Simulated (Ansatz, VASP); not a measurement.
# One calculation of NaF, two programs

The input INCAR:

```
PREC = Accurate ; ENCUT = 520
EDIFF = 1E-6 ; ISMEAR = -1
SIGMA = 0.02 ; LREAL = False
LASPH = True ; NELM = 100
ALGO = Normal ; ISIF = 2
LWAVE = False ; LCHARG = True
LELF = True ; LVHAR = True
NBANDS = 14
```

The input KPOINTS:

```
Automatic mesh
0
Gamma
  10 10 10
```

The input POSCAR:

```
NaF
1.0
    0.0000000000      2.3233000000      2.3697660000
    2.3233000000      0.0000000000      2.3697660000
    2.3233000000      2.3233000000      0.0000000000
Na F
1 1
Direct
    0.0000000000      0.0000000000      0.0000000000
    0.5000000000      0.5000000000      0.5000000000
```

Input for Ansatz:

```yaml
crystal:
  lattice:
    - [0.0, 2.3233, 2.369766]
    - [2.3233, 0.0, 2.369766]
    - [2.3233, 2.3233, 0.0]
  atoms:
    - { symbol: Na, position: [0.0, 0.0, 0.0] }
    - { symbol: F, position: [0.5, 0.5, 0.5] }
kpoints:
  mp_grid: { grid: [10, 10, 10] }
  band_path:
    path:
      - [0.0, 0.0, 0.0]
      - [0.0, 0.5, 0.5]
      - [0.25, 0.75, 0.5]
      - [0.0, 0.5, 0.0]
      - [0.0, 0.0, 0.0]
      - [0.5, 0.5, 0.0]
      - [0.3701460977, 0.6298539023, 0.0]
      - [-0.3701460977, 0.3701460977, 0.0]
      - [0.0, 0.0, 0.0]
    npoints: 5
scf:
  occupations: { method: fermi_dirac, width: 0.02 }
hamiltonian:
  xc: lda
  pseudopotentials: { kind: all_electron, lapw: { basis_error: 0.0005 } }
output:
  forces: true
  stress: true
  eigenvalues: true
```

Change from the starting cell: zz strain of +2 %.

Alike in both runs: task single point; functional LDA; k mesh 10 × 10 × 10; occupations fermi-dirac, width 0.02 eV; no spin polarisation.

|  | VASP | Ansatz |
| --- | --- | --- |
| version | VASP 6.6.1 | Ansatz 0.2.0 |
| potentials or method | VASP PAW LDA potentials, release 64 (Na_pv, F), cutoff 520 eV | all-electron LAPW, scalar-relativistic |

Ansatz gave:

| Property | Result |
| --- | --- |
| gap on the k mesh at the Fermi level (eV) | 5.82 |
| pressure (GPa) | -5.3 |
| traceless stress, the component that is largest in VASP (GPa) | -0.68 |

Task: Estimate VASP's values.

Result: gap on the k mesh at the Fermi level (eV): 5.81; pressure (GPa): -5.4; traceless stress, the component that is largest in VASP (GPa): -0.70.

LDA's correlation is that of Perdew and Zunger in VASP and of Perdew and Wang (1992) in Ansatz. Ansatz ran all-electron here, and VASP with PAW potentials.
